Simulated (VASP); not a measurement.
**Ta6C: single point with PBE**

System: Ta6C, a slab with vacuum.

```
Ta C
1.0
     4.69373    0.00000    0.00000
    -2.34686    4.06489    0.00000
     0.00000    0.00000   19.98819
Ta C
6 1
Direct
  0.66667 0.33333 0.20012
  0.33333 0.66667 0.24805
  0.00000 0.00000 0.29599
  0.66667 0.33333 0.34018
  0.33333 0.66667 0.38197
  0.00000 0.00000 0.42466
  0.22222 0.11111 0.50619
```

* Program: VASP 6.6.1
* Task: single point
* Functional: PBE
* Potentials or basis: VASP PAW PBE potentials, release 64 (Ta_pv, C)
* Cutoff: 520 eV
* k mesh: 6 × 6 × 1
* Occupations: gaussian, width 0.1 eV
* Spin: no spin polarisation

The largest force is 2.415 eV/Å and the band gap on the k mesh is zero (bands 35 and 36 overlap by 0.12 eV).

Forces on the atoms (eV/Å):
```
Ta   0.058  0.033  1.995
Ta  -0.094 -0.054 -0.207
Ta   0.149  0.086 -2.409
Ta   0.108  0.062 -0.693
Ta  -0.356 -0.205  1.006
Ta  -1.037 -0.599  0.178
C    1.172  0.677  0.130
```

Levels at points of the mesh, in eV from the Fermi level:
```
           k point  band 32  band 33  band 34  band 35  band 36  band 37  band 38  band 39
(0.00, 0.00, 0.00)    -0.97    -0.54    -0.43    -0.07     0.02     0.17     0.57     0.80
(0.50, 0.00, 0.00)    -1.02    -0.83    -0.50    -0.17     0.12     0.22     1.02     1.18
(0.00, 0.50, 0.00)    -0.83    -0.68    -0.31    -0.17     0.09     0.33     0.82     1.13
```

It took 8.6 min on 1 thread of AMD EPYC 7R13 Processor (Zen 3), on a shared host, peak memory 0.53 GiB.

Caveat: spin-orbit coupling is left out, which moves the levels of the heavy elements.
